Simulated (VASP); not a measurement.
# As (R-3m) in VASP: further runs, part 3 of 3

VASP 6.6.1. Earlier steps stand in the parts before.

### 7 Elastic constants, LDA

INCAR reads:

```
  ALGO = Normal
  EDIFF = 1E-8
  ENCUT = 600
  GGA = CA
  IBRION = 6
  ISIF = 3
  ISMEAR = -1
  LASPH = True
  LCHARG = False
  LREAL = False
  LWAVE = False
  NELM = 60
  NFREE = 2
  NSW = 1
  POTIM = 0.015
  PREC = Accurate
  SIGMA = 0.05
```

KPOINTS reads:

```
k-points
0
Gamma
  7 7 7
```

POSCAR reads:

```
As
1.0
    1.8807968987      1.0858785957      3.5140619945
   -1.8807968987      1.0858785957      3.5140619945
    0.0000000000     -2.1717571915      3.5140619945
As
2
Direct
    0.2260000000      0.2260000000      0.2260000000
    0.7740000000      0.7740000000      0.7740000000
```

Potentials or basis: VASP PAW LDA potentials, release 64 (As).

Command:

```
$ cat potpaw_LDA.64/As/POTCAR > POTCAR
$ mpirun -np 1 vasp_std > vasp.out
```

OUTCAR:

```text
EDIFF = 1E-8
   ENCUT = 600
   GGA = CA
   IBRION = 6
   ISIF = 3
   ISMEAR = -1
   LASPH = True
   LREAL = False
   NELM = 60
   NFREE = 2
   NSW = 1
   POTIM = 0.015
   PREC = Accurate

 ion  position               nearest neighbor table
   1  0.226  0.226  0.226-   2 2.51   2 2.51   2 2.51
   2  0.774  0.774  0.774-   1 2.51   1 2.51   1 2.51

  LATTYP: Found a trigonal (rhomboedric) cell.
 ALAT       =     4.1310000000
 COS(alpha) =     0.5854247172

  Lattice vectors:

 A1 = (   1.8807968987,   1.0858785957,   3.5140619945)
 A2 = (  -1.8807968987,   1.0858785957,   3.5140619945)
 A3 = (   0.0000000000,  -2.1717571915,   3.5140619945)

Analysis of symmetry for initial positions (statically):
=====================================================================
 Subroutine PRICEL returns:
 Original cell was already a primitive cell.

 Routine SETGRP: Setting up the symmetry group for a
 trigonal (rhombohedral) supercell.

 Subroutine GETGRP returns: Found 12 space group operations
 (whereof 12 operations were pure point group operations)
 out of a pool of 12 trial point group operations.

The static configuration has the point symmetry D_3d.

Analysis of symmetry for dynamics (positions and initial velocities):
=====================================================================
 Subroutine PRICEL returns:
 Original cell was already a primitive cell.

 Routine SETGRP: Setting up the symmetry group for a
[... 652 lines left out ...]
  external PRESSURE =      -6.6216632 kB  Pullay stress =       0.0000000 kB
[... 17 lines left out ...]
  FREE ENERGIE OF THE ION-ELECTRON SYSTEM (eV)
  ---------------------------------------------------
  free  energy   TOTEN  =       -10.7767994254 eV

  energy  without entropy=      -10.7743170982  energy(sigma->0) =      -10.77555826

 INTERNAL STRAIN TENSORS FROM STRAINED CELLS
 ============================================

 INTERNAL STRAIN TENSOR FOR ION    1 for displacements in x,y,z  (eV/Angst):
          X           Y           Z          XY          YZ          ZX
  --------------------------------------------------------------------------------
  x     0.00000     0.00000     0.00000     2.73653     0.00000    -7.06228
  y     2.66700    -2.81836     0.00000    -0.00001    -7.35271     0.00041
  z    -5.42432    -5.46507    -9.50296     0.00080     0.00893    -0.00006

 INTERNAL STRAIN TENSORS FROM DISPLACED ATOMS
 ============================================

 INTERNAL STRAIN TENSOR FOR ION    1 for displacements in x,y,z  (eV/Angst):
          X           Y           Z          XY          YZ          ZX
  --------------------------------------------------------------------------------
  x    -0.00000     0.00000    -0.00000     2.79633     0.00000    -7.04784
  y     2.79633    -2.79633     0.00000     0.00000    -7.04784     0.00000
  z    -5.43135    -5.43135    -9.20891     0.00000     0.00000     0.00000

 INTERNAL STRAIN TENSOR FOR ION    2 for displacements in x,y,z  (eV/Angst):
          X           Y           Z          XY          YZ          ZX
  --------------------------------------------------------------------------------
  x     0.00000    -0.00000     0.00000    -2.79633    -0.00000     7.04784
  y    -2.79633     2.79633    -0.00000    -0.00000     7.04784    -0.00000
  z     5.43135     5.43135     9.20891     0.00000    -0.00000     0.00000

 Eigenvectors and eigenvalues of the dynamical matrix
 ----------------------------------------------------

   1 f  =    7.662439 THz    48.144524 2PiTHz  255.591450 cm-1    31.689287 meV
             X         Y         Z           dx          dy          dz
      0.000000 -0.000000  2.382534     0.000000   -0.000000    0.707107
      0.000000 -0.000000  8.159652    -0.000000    0.000000   -0.707107
[... 21 lines left out ...]
   6 f  =    0.000000 THz     0.000000 2PiTHz    0.000001 cm-1     0.000000 meV
             X         Y         Z           dx          dy          dz
      0.000000 -0.000000  2.382534     0.663891    0.241693    0.028853
      0.000000 -0.000000  8.159652     0.663891    0.241693    0.028853

--------------------------------------------------------------------------------------------------------

 ELASTIC MODULI CONTR FROM IONIC RELAXATION (kBar)
 Direction    XX          YY          ZZ          XY          YZ          ZX
 --------------------------------------------------------------------------------
 XX        -178.6164    -65.3107   -206.7904     -0.0000    142.7874      0.0000
 YY         -65.3107   -178.6164   -206.7904      0.0000   -142.7874     -0.0000
 ZZ        -206.7904   -206.7904   -350.6153     -0.0000      0.0000      0.0000
 XY          -0.0000      0.0000     -0.0000    -56.6528      0.0000    142.7874
 YZ         142.7874   -142.7874      0.0000      0.0000   -359.8806     -0.0000
 ZX           0.0000     -0.0000      0.0000    142.7874     -0.0000   -359.8806
 --------------------------------------------------------------------------------

 TOTAL ELASTIC MODULI (kBar)
 Direction    XX          YY          ZZ          XY          YZ          ZX
 --------------------------------------------------------------------------------
 XX        1260.6853    586.0377    356.6751     -0.0000   -173.8310      0.0000
 YY         586.0377   1260.6853    356.6751      0.0000    173.8310     -0.0000
 ZZ         356.6751    356.6751    315.8127     -0.0000     -0.0000      0.0000
 XY          -0.0000      0.0000     -0.0000    337.3238      0.0000   -173.8310
 YZ        -173.8310    173.8310     -0.0000      0.0000    329.1351     -0.0000
 ZX           0.0000     -0.0000      0.0000   -173.8310     -0.0000    329.1351
 --------------------------------------------------------------------------------
```

OSZICAR:

```text
N       E                     dE             d eps       ncg     rms          rms(c)
DAV:   1     0.331302945604E+02    0.33130E+02   -0.47232E+03   792   0.104E+03
DAV:   2    -0.926226393374E+01   -0.42393E+02   -0.41407E+02  1203   0.128E+02
DAV:   3    -0.108197642813E+02   -0.15575E+01   -0.15489E+01   949   0.294E+01
DAV:   4    -0.108310464441E+02   -0.11282E-01   -0.11252E-01   949   0.242E+00
[... 162 lines left out ...]
DAV:   3    -0.107768074218E+02    0.46180E-04   -0.12836E-04   917   0.802E-02    0.229E-02
DAV:   4    -0.107767996570E+02    0.77648E-05   -0.20951E-05   979   0.293E-02    0.698E-03
DAV:   5    -0.107767994443E+02    0.21267E-06   -0.11271E-06   838   0.853E-03    0.142E-03
DAV:   6    -0.107767994310E+02    0.13359E-07   -0.60914E-08   894   0.175E-03    0.673E-04
DAV:   7    -0.107767994254E+02    0.55387E-08   -0.16127E-08   422   0.784E-04
  17 F= -.10776799E+02 E0= -.10775558E+02  d E =-.248233E-02
```

Run time: 14 min. Hardware: 1 thread of Intel Xeon 8259CL, shared host; peak memory 0.3 GiB.

What came out:

```yaml
Voigt_bulk_modulus: 60 GPa
Highest_phonon_frequency_at_Γ: 256 cm⁻¹
```

Phonon frequencies in cm⁻¹ (negative: imaginary):
```
              q point        frequencies
(0.000, 0.000, 0.000)  0 0 0 193 193 256
```

Elastic tensor in Voigt notation (GPa, in the Cartesian axes of the cell as first typed):
```
126  59  36 -17   0   0
 59 126  36  17   0   0
 36  36  32   0   0   0
-17  17   0  33   0   0
  0   0   0   0  33 -17
  0   0   0   0 -17  34
```

Clamped-ion elastic tensor (GPa):
```
144  65  56 -32   0   0
 65 144  56  32   0   0
 56  56  67   0   0   0
-32  32   0  69   0   0
  0   0   0   0  69 -32
  0   0   0   0 -32  39
```

Caveat: the cell is under stress, which shifts elastic constants.
